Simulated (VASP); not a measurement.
Set up this calculation in VASP 6.6.1, as the native input.

* Task: single point
* Functional: PBE
* Potentials or basis: VASP PAW PBE potentials, release 64 (Sn_d, Te)
* Cutoff: 520 eV
* k mesh: 10 × 10 × 10
* Occupations: gaussian, width 0.01 eV
* Spin: no spin polarisation
* Dipole correction: no
* Further INCAR settings: ALGO = Normal; EDIFF = 1e-07; NBANDS = 17

The structure of SnTe lies in POSCAR:

```
SnTe
1.0
    0.0000000000      3.1740960811      3.1740960811
    3.1740960811      0.0000000000      3.1740960811
    3.1740960811      3.1740960811      0.0000000000
Sn Te
1 1
Direct
    0.0000000000      0.0000000000      0.0000000000
    0.5000000000      0.5000000000      0.5000000000
```

The input as run:

INCAR

```
ALGO = Normal
EDIFF = 1E-7
ENCUT = 520
GGA = PE
ISIF = 2
ISMEAR = 0
LASPH = True
LCHARG = False
LREAL = False
LWAVE = False
NBANDS = 17
NELM = 100
PREC = Accurate
SIGMA = 0.01
```

KPOINTS

```
k-points
0
Gamma
  10 10 10
```

Potentials or basis: VASP PAW PBE potentials, release 64 (Sn_d, Te).

The run is started by

```sh
$ cat potpaw_PBE.64/Sn_d/POTCAR potpaw_PBE.64/Te/POTCAR > POTCAR
$ mpirun -np 1 vasp_std > vasp.out
```

Results of the run:

```
Pressure               : 1.2 GPa
Band gap on the k mesh : 0.03 eV
```

Caveat: spin-orbit coupling is left out, which moves the levels of the heavy elements.

Run time: 40 s on 1 thread of AMD EPYC 9R14 (Zen 4), on a shared host, peak memory 0.2 GiB.
